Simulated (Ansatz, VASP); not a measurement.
Given: the input of a run of Ansatz 0.2.0 on Nb.

The input input.yaml:

```yaml
crystal:
  lattice:
    - [-1.6808433265, 1.6808433265, 1.630671]
    - [1.6808433265, -1.6808433265, 1.630671]
    - [1.6808433265, 1.6808433265, -1.630671]
  atoms:
    - { symbol: Nb, position: [0.0, 0.0, 0.0] }
kpoints:
  mp_grid: { grid: [11, 11, 11] }
scf:
  occupations: { method: fermi_dirac, width: 0.05 }
hamiltonian:
  xc: pbesol
  pseudopotentials: { kind: all_electron, lapw: { basis_error: 0.001 } }
output:
  forces: true
  stress: true
  eigenvalues: true
```

Potentials or basis: all-electron LAPW, scalar-relativistic.

Launch:

```sh
$ ansatz run input.yaml --threads 1 --pin off --max-ram 3072MiB --backend cpu --events-out ev --progress --plain --runs-dir out
```

Problem. Set up the same calculation for VASP 6.6.1. Potentials there: VASP PAW PBE potentials, release 64 (Nb_sv).

Solution. As run (the cutoff follows the program's own potentials):

INCAR

```
  ALGO = Normal
  EDIFF = 1E-6
  ENCUT = 500
  GGA = PS
  GGA_COMPAT = False
  ISIF = 2
  ISMEAR = -1
  LASPH = True
  LCHARG = False
  LREAL = False
  LWAVE = False
  NBANDS = 12
  NELM = 120
  PREC = Accurate
  SIGMA = 0.05
```

File KPOINTS:

```
k-points
0
Gamma
  11 11 11
```

Contents of POSCAR:

```
Nb
1.0
   -1.6808433265      1.6808433265      1.6306710000
    1.6808433265     -1.6808433265      1.6306710000
    1.6808433265      1.6808433265     -1.6306710000
Nb
1
Direct
    0.0000000000      0.0000000000      0.0000000000
```

Potentials or basis: VASP PAW PBE potentials, release 64 (Nb_sv).

Command:

```sh
$ cat potpaw_PBE.64/Nb_sv/POTCAR > POTCAR
$ mpirun -np 1 vasp_std > vasp.out
```

Both were run:

|  | VASP | Ansatz | Ansatz less VASP |
| --- | --- | --- | --- |
| gap on the k mesh at the Fermi level (eV) | none | none | - |
| pressure (GPa) | -8.1 | -7.8 | +0.33 |
| traceless stress, the component that is largest in VASP (GPa) | 1.49 | 1.48 | -0.003 |

VASP's potentials were made for PBE, not for PBEsol. A gap of «none» marks a metal or a gap that the smearing closes. Ansatz ran all-electron here, and VASP with PAW potentials.
